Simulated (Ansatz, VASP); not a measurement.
# KTaO2: VASP beside Ansatz

```
CELL_PARAMETERS angstrom
6.18417 0.00000 0.00000
-3.09208 5.35564 0.00000
0.00000 0.00000 5.11132
ATOMIC_POSITIONS crystal
K 0.66667 0.33333 0.50000
Ta 0.33333 0.66667 0.50000
O 0.33333 0.66667 0.86755
O 0.33333 0.66667 0.13245
```

Alike in both runs: functional PBE; k mesh 6 × 6 × 4; occupations gaussian, width 0.1 eV; no spin polarisation.

Ansatz relaxed the structure, and its values are those at the end. VASP's run is a single point on that final structure, the one shown.

|  | VASP | Ansatz |
| --- | --- | --- |
| version | VASP 6.6.1 | Ansatz 0.2.0 |
| potentials or method | VASP PAW PBE potentials, release 64 (K_sv, Ta_sv_GW, O), cutoff 700 eV | scalar-relativistic, plane waves, PAW |
| valence electrons in the cell | 34 | 34 |

|  | VASP | Ansatz | Ansatz less VASP |
| --- | --- | --- | --- |
| gap on the k mesh at the Fermi level (eV) | none | none | - |
| pressure (GPa) | 0.0 | 0.0 | -0.01 |
| rms of the force components (eV/Å) | 0.087 | 0.002 | -0.0849 |

A gap of «none» marks a metal or a gap that the smearing closes. The functional is the same, so the differences come from potentials, cutoffs and numerics.

Spin-orbit coupling is off throughout.
